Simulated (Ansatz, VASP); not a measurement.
**One calculation of Si2C3, two programs**

```
CELL_PARAMETERS angstrom
3.08138 0.00000 0.00000
-1.54069 2.66855 0.00000
0.00000 0.00000 9.11866
ATOMIC_POSITIONS crystal
Si 0.66667 0.33333 0.50000
Si 0.33333 0.66667 0.00000
C 0.00000 0.00000 0.58468
C 0.00000 0.00000 0.41532
C 0.66667 0.33333 0.00000
```

Change from the starting cell: species swapped into the Fe3Ge2 type (P-6m2, No. 187).

Alike in both runs: functional PBE; k mesh 6 × 6 × 4; occupations gaussian, width 0.1 eV; no spin polarisation.

Ansatz relaxed the structure, and its values are those at the end. VASP's run is a single point on that final structure, the one shown.

|  | VASP | Ansatz |
| --- | --- | --- |
| version | VASP 6.6.1 | Ansatz 0.2.0 |
| potentials or method | VASP PAW PBE potentials, release 64 (Si, C), cutoff 520 eV | scalar-relativistic, plane waves, PAW |
| valence electrons in the cell | 20 | 20 |

|  | VASP | Ansatz | Ansatz less VASP |
| --- | --- | --- | --- |
| gap on the k mesh at the Fermi level (eV) | none | none | - |
| pressure (GPa) | 0.1 | 0.0 | -0.04 |
| rms of the force components (eV/Å) | 0.026 | 0.003 | -0.0228 |

A gap of «none» marks a metal or a gap that the smearing closes.

The k mesh is coarse, so the values compare programs but aren't converged.
